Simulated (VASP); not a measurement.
# CdS (Fm-3m) in VASP: a series of runs

CdS is run at these levels: PBEsol; tasks: single point.

All numbers are computed with VASP 6.6.1; they aren't measurements. Logs are shortened: lines on timing, memory, paths and dates and some standing lists are left out, and cuts for length are marked.

## Step 1: The cell of the first run

The structure is cubic, space group Fm-3m (No. 225). The conventional cell has a = 5.506 Å, b = 5.506 Å, c = 5.506 Å, α = 90.00°, β = 90.00°, γ = 90.00°. Within 3.6 Å of Cd (site symmetry m-3m) lie 6 S at 2.75 Å. S (site symmetry m-3m) has 6 Cd at 2.75 Å within 3.6 Å.

## Step 2: Single point, PBEsol

INCAR

```
SYSTEM = CdS
PREC = Accurate
ENCUT = 500
EDIFF = 1E-6
ISMEAR = -1
SIGMA = 0.05
LREAL = .False.
LASPH = .True.
NELM = 120
ALGO = Normal
ISIF = 2
LWAVE = .False.
LCHARG = .True.
GGA = PS
LELF = .True.
LVHAR = .True.
NBANDS = 16
GGA_COMPAT = .False.
```

KPOINTS

```
regular mesh
0
Gamma
  2 2 2
  0 0 0
```

POSCAR

```
CdS
1.0
    3.8936750000      0.0000000000      0.0000000000
    1.9468375000      3.3720214641      0.0000000000
    1.9468375000      1.1240071547      3.1791723247
Cd S
1 1
Direct
    0.0000000000      0.0000000000      0.0000000000
    0.5000000000      0.5000000000      0.5000000000
```

Potentials or basis: VASP PAW PBE potentials, release 64 (Cd, S).

Run with:

```sh
cat potpaw_PBE.64/Cd/POTCAR potpaw_PBE.64/S/POTCAR > POTCAR
mpirun -np 1 vasp_std > vasp.out
```

OUTCAR:

```text
SYSTEM = CdS
   PREC = Accurate
   ENCUT = 500
   EDIFF = 1E-6
   ISMEAR = -1
   LREAL = .False.
   LASPH = .True.
   NELM = 120
   ISIF = 2
   GGA = PS

 ion  position               nearest neighbor table
   1  0.000  0.000  0.000-   2 2.75   2 2.75   2 2.75   2 2.75   2 2.75   2 2.75
   2  0.500  0.500  0.500-   1 2.75   1 2.75   1 2.75   1 2.75   1 2.75   1 2.75

  LATTYP: Found a face centered cubic cell.
 ALAT       =     5.5064879925

  Lattice vectors:

 A1 = (   3.8936750000,   0.0000000000,   0.0000000000)
 A2 = (   1.9468375000,   3.3720214641,   0.0000000000)
 A3 = (   1.9468375000,   1.1240071547,   3.1791723247)

Analysis of symmetry for initial positions (statically):
=====================================================================
 Subroutine PRICEL returns:
 Original cell was already a primitive cell.

 Routine SETGRP: Setting up the symmetry group for a
 face centered cubic supercell.

 Subroutine GETGRP returns: Found 48 space group operations
 (whereof 48 operations were pure point group operations)
 out of a pool of 48 trial point group operations.

The static configuration has the point symmetry O_h .

Analysis of symmetry for dynamics (positions and initial velocities):
=====================================================================
 Subroutine PRICEL returns:
 Original cell was already a primitive cell.

 Routine SETGRP: Setting up the symmetry group for a
 face centered cubic supercell.

 Subroutine GETGRP returns: Found 48 space group operations
 (whereof 48 operations were pure point group operations)
 out of a pool of 48 trial point group operations.

The dynamic configuration has the point symmetry O_h .

 Subroutine INISYM returns: Found 48 space group operations
 (whereof 48 operations are pure point group operations),
 and found     1 'primitive' translations

----------------------------------------------------------------------------------------

                                     Primitive cell

  volume of cell :      41.7411

  direct lattice vectors                    reciprocal lattice vectors
     3.893675000  0.000000000  0.000000000     0.256826777 -0.148279009 -0.104849093
     1.946837500  3.372021464  0.000000000     0.000000000  0.296558017 -0.104849093
     1.946837500  1.124007155  3.179172325     0.000000000  0.000000000  0.314547278

  length of vectors
     3.893675000  3.893675000  3.893675000     0.314547278  0.314547278  0.314547278

  position of ions in fractional coordinates (direct lattice)
     0.000000000  0.000000000  0.000000000
     0.500000000  0.500000000  0.500000000

  ion indices of the primitive-cell ions
   primitive index   ion index
                 1           1
                 2           2

----------------------------------------------------------------------------------------

 KPOINTS: regular mesh

Automatic generation of k-mesh.
 Grid dimensions read from file:
 generate k-points for:    2    2    2

 Generating k-lattice:

  Cartesian coordinates                     Fractional coordinates (reciprocal lattice)
     0.128413388 -0.074139504 -0.052424546     0.500000000  0.000000000  0.000000000
     0.000000000  0.148279009 -0.052424546     0.000000000  0.500000000  0.000000000
     0.000000000  0.000000000  0.157273639     0.000000000  0.000000000  0.500000000

  Length of vectors
     0.157273639  0.157273639  0.157273639

  Shift w.r.t. Gamma in fractional coordinates (k-lattice)
     0.000000000  0.000000000  0.000000000

 Subroutine IBZKPT returns following result:
 ===========================================

 Found      3 irreducible k-points:

 Following reciprocal coordinates:
            Coordinates               Weight
  0.000000  0.000000  0.000000      1.000000
  0.500000  0.000000  0.000000      4.000000
  0.500000  0.500000  0.000000      3.000000
   k-points           NKPTS =      3   k-points in BZ     NKDIM =      3   number of bands    NBANDS=     16
   number of dos      NEDOS =    301   number of ions     NIONS =      2
   total plane-waves  NPLWV =  21952
   dimension x,y,z NGX =    28 NGY =   28 NGZ =   28
   dimension x,y,z NGXF=    56 NGYF=   56 NGZF=   56
   ions per type =               1   1
   NGX,Y,Z   is equivalent  to a cutoff of  11.95, 11.95, 11.95 a.u.
   NGXF,Y,Z  is equivalent  to a cutoff of  23.91, 23.91, 23.91 a.u.
 SYSTEM =  CdS
   PREC   = accura    normal or accurate (medium, high low for compatibility)
   ISTART =      0    job   : 0-new  1-cont  2-samecut
   ICHARG =      2    charge: 1-file 2-atom 10-const
   ISPIN  =      1    spin polarized calculation?
   LNONCOLLINEAR =      F non collinear calculations
   LSORBIT =      F    spin-orbit coupling
   LASPH  =      T    aspherical Exc in radial PAW
   ENCUT  =  500.0 eV  36.75 Ry    6.06 a.u.   7.10  7.10  7.10*2*pi/ulx,y,z
   NELM   =    120;   NELMIN=  2; NELMDL= -5     # of ELM steps
   EDIFF  = 0.1E-05   stopping-criterion for ELM
   LREAL  =      F    real-space projection
   EDIFFG = 0.1E-04   stopping-criterion for IOM
   NSW    =      0    number of steps for IOM
   IBRION =     -1    ionic relax: 0-MD 1-quasi-New 2-CG
   NFREE  =      0    steps in history (QN), initial steepest desc. (CG)
   ISIF   =      2    stress and relaxation
   ISYM   =      2    0-nonsym 1-usesym 2-fastsym
   POTIM  = 0.5000    time-step for ionic-motion
   TEBEG  =    0.0;   TEEND  =   0.0 temperature during run
   PSTRESS=    0.0 pullay stress
   NELECT =      18.0000    total number of electrons
   NUPDOWN=      -1.0000    fix difference up-down
   EMIN   =  10.00;   EMAX   =-10.00  energy-range for DOS
   EFERMI =   0.00;   METHOD = LEGACY
   ISMEAR =    -1;   SIGMA  =   0.05  broadening in eV -4-tet -1-fermi 0-gaus
   EFERMI_NEDOS =   21; number of points for ismear=-14 and -15
   IALGO  =     38    algorithm
   IMIX   =      4    mixing-type and parameters
     AMIX     =   0.40;   BMIX     =  1.00
     AMIX_MAG =   1.60;   BMIX_MAG =  1.00
  volume/ion in A,a.u.               =      20.87       140.84
  Fermi-wavevector in a.u.,A,eV,Ry     =   1.236833  2.337275 20.813583  1.529755
  Thomas-Fermi vector in A             =   2.371425
   LORBIT       =      0    0 simple, 1 ext, 2 COOP (PROOUT), +10 PAW based schemes
   GGA     = PS    functional components
   LHFCALC =     F    Hartree Fock is set to
   AEXX    =    0.0000 exact exchange contribution
   IVDW    =     0    specifies the selected vdW correction
   LEPSILON=     F    determine dielectric tensor
   LRPA    =     F    only Hartree local field effects (RPA)
 non-spin polarized calculation
  energy-cutoff  :      500.00
  volume of cell :       41.74
 maximum number of plane-waves:      1068
   NGX = 15   NGY = 15   NGZ = 15

 number of electron      17.9999990 magnetization

 Free energy of the ion-electron system (eV)
  ---------------------------------------------------
  ext. energy  EPLUGINS =         0.00000000
  ---------------------------------------------------
  free energy    TOTEN  =        -4.88645602 eV

  energy without entropy =       -4.80901460  energy(sigma->0) =       -4.84773531

 E-fermi :   2.8003     XC(G=0): -10.4471

 val. band max:        2.7865972286   @ k =   0.5000   0.5000   0.0000
 cond. band min:       3.4092978702   @ k =   0.0000   0.0000   0.0000
 fundamental gap:      0.6227006416
 Fermi energy:         2.8003072059

 k-point     1 :       0.0000    0.0000    0.0000
  band No.  band energies     occupation
      1      -9.9447      2.00000
      2      -4.9103      2.00000
      3      -4.9103      2.00000
      4      -4.9103      2.00000
      5      -4.9045      2.00000
      6      -4.9045      2.00000
[... 8 lines left out ...]
     15      13.8235      0.00000
     16      13.8235      0.00000

 k-point     2 :       0.5000    0.0000    0.0000
  band No.  band energies     occupation
      1      -8.8170      2.00000
      2      -5.1937      2.00000
      3      -5.1937      2.00000
      4      -5.1533      2.00000
      5      -4.7104      2.00000
      6      -4.7104      2.00000
[... 8 lines left out ...]
     15      15.6424      0.00000
     16      15.6424      0.00000

 k-point     3 :       0.5000    0.5000    0.0000
  band No.  band energies     occupation
      1      -9.0500      2.00000
      2      -5.0632      2.00000
      3      -4.7983      2.00000
      4      -4.6472      2.00000
      5      -4.6472      2.00000
      6      -3.9748      2.00000
[... 8 lines left out ...]
     15      17.0579      0.00000
     16      17.3231      0.00000

------------------------ aborting loop because EDIFF is reached ----------------------------------------

  FORCE on cell =-STRESS in cart. coord.  units (eV):
  Direction    XX          YY          ZZ          XY          YZ          ZX
  --------------------------------------------------------------------------------------
  -------------------------------------------------------------------------------------
  Total        0.7374914      0.7374914      0.7374914     -0.0000000     -0.0000000     -0.0000000
  in kB       28.3076261     28.3076261     28.3076261     -0.0000000     -0.0000000     -0.0000000
  external PRESSURE =      28.3076261 kB  Pullay stress =       0.0000000 kB

 VOLUME and BASIS-vectors are now :
 -----------------------------------------------------------------------------
  energy-cutoff  :      500.00
  volume of cell :       41.74
      direct lattice vectors                 reciprocal lattice vectors
     3.893675000  0.000000000  0.000000000     0.256826777 -0.148279009 -0.104849093
     1.946837500  3.372021464  0.000000000     0.000000000  0.296558017 -0.104849093
     1.946837500  1.124007155  3.179172325     0.000000000  0.000000000  0.314547278

 POSITION                                       TOTAL-FORCE (eV/Angst)
 -----------------------------------------------------------------------------------
      0.00000      0.00000      0.00000         0.000000     -0.000000      0.000000
      3.89367      2.24801      1.58959        -0.000000      0.000000      0.000000
 -----------------------------------------------------------------------------------
    total drift:                                0.000000      0.000000      0.000000

  FREE ENERGIE OF THE ION-ELECTRON SYSTEM (eV)
  ---------------------------------------------------
  free  energy   TOTEN  =        -4.8864560152 eV

  energy  without entropy=       -4.8090146045  energy(sigma->0) =       -4.84773531
```

Wall time 8.6 s (1 thread of Intel Xeon 8259CL, shared host); peak memory 0.15 GiB.

Results:

```
Free energy : -4.8865 eV
Pressure    : 2.8 GPa
```

Caveat: the k points lie up to 0.99 Å⁻¹ apart; the PAW data sets were made with another functional, which shifts forces and pressure a little.

## Step 3: Single point, PBEsol

INCAR

```
SYSTEM = CdS
PREC     = Accurate       ! precision mode
ENCUT    = 500            ! plane-wave cutoff, eV
EDIFF    = 1E-6           ! SCF threshold, eV
ISMEAR   = -1             ! smearing method
SIGMA    = 0.05           ! smearing width, eV
LREAL    = .FALSE.        ! projectors in reciprocal space
LASPH    = .TRUE.         ! aspherical terms in the spheres
NELM     = 120            ! most SCF steps
ALGO     = Normal         ! electronic algorithm
ISIF     = 2              ! what is computed and relaxed
LWAVE    = .FALSE.        ! write WAVECAR
LCHARG   = .FALSE.        ! write CHGCAR
GGA      = PS             ! functional
NBANDS   = 16             ! bands
GGA_COMPAT= .FALSE.
```

KPOINTS

```
Automatic mesh
0
G
  4 4 4
  0 0 0
```

POSCAR is that of step 2.

Potentials or basis: VASP PAW PBE potentials, release 64 (Cd, S).

Run with:

```sh
cat potpaw_PBE.64/Cd/POTCAR potpaw_PBE.64/S/POTCAR > POTCAR
mpirun -np 1 vasp_std > vasp.out
```

Run time: 13 s. Hardware: 1 thread of Intel Xeon 8259CL, shared host; peak memory 0.15 GiB.

It converged, with:

| Item | Value |
| --- | --- |
| Free energy | -6.5393 eV |
| Pressure | -3.6 GPa |
| Band gap on the k mesh | 0.12 eV, indirect (least direct gap 1.41 eV) |

Levels at points of the mesh, in eV from the valence-band top:
```tsv
k point	band 6	band 7	band 8	band 9	band 10	band 11	band 12	band 13
(0.00, 0.00, 0.00)	-7.57	-0.71	-0.71	-0.71	0.70	9.14	9.14	9.14
(0.50, 0.00, 0.00)	-7.37	-4.83	0.00	0.00	3.36	5.80	5.80	6.59
(0.50, 0.50, 0.00)	-6.66	-4.19	-2.09	-2.09	0.12	5.92	9.61	10.99
```

Caveat: the k points lie up to 0.49 Å⁻¹ apart; the PAW data sets were made with another functional, which shifts forces and pressure a little. A k mesh can miss the band edges.

## Step 4: Single point, PBEsol

INCAR

```
SYSTEM = CdS
PREC = Accurate
ENCUT = 500
EDIFF = 1E-6
ISMEAR = -1
SIGMA = 0.05
LREAL = .FALSE.
LASPH = .TRUE.
NELM = 120
ALGO = Normal
ISIF = 2
LWAVE = .FALSE.
LCHARG = .TRUE.
GGA = PS
LELF = .TRUE.
LVHAR = .TRUE.
NBANDS = 16
GGA_COMPAT = .FALSE.
```

KPOINTS

```
Automatic mesh
0
G
  5 5 5
  0 0 0
```

POSCAR is that of step 3.

Run with:

```sh
cat potpaw_PBE.64/Cd/POTCAR potpaw_PBE.64/S/POTCAR > POTCAR
mpirun -np 1 vasp_std > vasp.out
```

Wall time 14 s (1 thread of Intel Xeon 8259CL, shared host); peak memory 0.15 GiB.

It converged, with:

| Item | Value |
| --- | --- |
| Free energy | -6.5952 eV |
| Pressure | -3.9 GPa |
| Band gap on the k mesh | 0.62 eV, indirect (least direct gap 1.40 eV) |

Levels at points of the mesh, in eV from the valence-band top:
| k point | band 7 | band 8 | band 9 | band 10 | band 11 | band 12 |
| --- | --- | --- | --- | --- | --- | --- |
| (0.00, 0.00, 0.00) | -0.72 | -0.72 | -0.72 | 0.68 | 9.13 | 9.13 |

Caveat: the PAW data sets were made with another functional, which shifts forces and pressure a little.

## Step 5: Single point, PBEsol

INCAR

```
  PREC = Accurate
  ENCUT = 500
  EDIFF = 1E-6
  ISMEAR = -1
  SIGMA = 0.05
  LREAL = False
  LASPH = True
  NELM = 120
  ALGO = Normal
  ISIF = 2
  LWAVE = False
  LCHARG = False
  GGA = PS
  NBANDS = 16
  GGA_COMPAT = False
```

KPOINTS

```
regular mesh
0
Gamma
  7 7 7
```

POSCAR is that of step 4.

Run with:

```sh
cat potpaw_PBE.64/Cd/POTCAR potpaw_PBE.64/S/POTCAR > POTCAR
mpirun -np 1 vasp_std > vasp.out
```

Wall time 21 s (1 thread of Intel Xeon 8259CL, shared host); peak memory 0.15 GiB.

It converged, with:

| Item | Value |
| --- | --- |
| Free energy | -6.6168 eV |
| Pressure | -4.0 GPa |
| Band gap on the k mesh | 0.39 eV, indirect (least direct gap 1.41 eV) |

Levels at points of the mesh, in eV from the valence-band top:
```tsv
k point	band 7	band 8	band 9	band 10	band 11	band 12
(0.00, 0.00, 0.00)	-0.71	-0.71	-0.71	0.70	9.14	9.14
```

Caveat: the PAW data sets were made with another functional, which shifts forces and pressure a little. A k mesh can miss the band edges.

## Step 6: Summary

```tsv
k mesh	gap on the mesh (eV)	pressure (GPa)
2 × 2 × 2	-	2.8
4 × 4 × 4	0.12	-3.6
5 × 5 × 5	0.62	-3.9
7 × 7 × 7	0.39	-4.0
```

Alike in all rows: task single point; level PBEsol; potentials or basis VASP PAW PBE potentials, release 64 (Cd, S); no spin polarisation; cell as given; cutoff (eV) 500; smearing fermi-dirac 0.05 eV.

Caveats: some runs use coarse meshes; the PAW data sets were made with another functional, which shifts forces and pressure a little.

Total energies depend on the potentials used, so only differences within one code and one set of settings carry meaning.
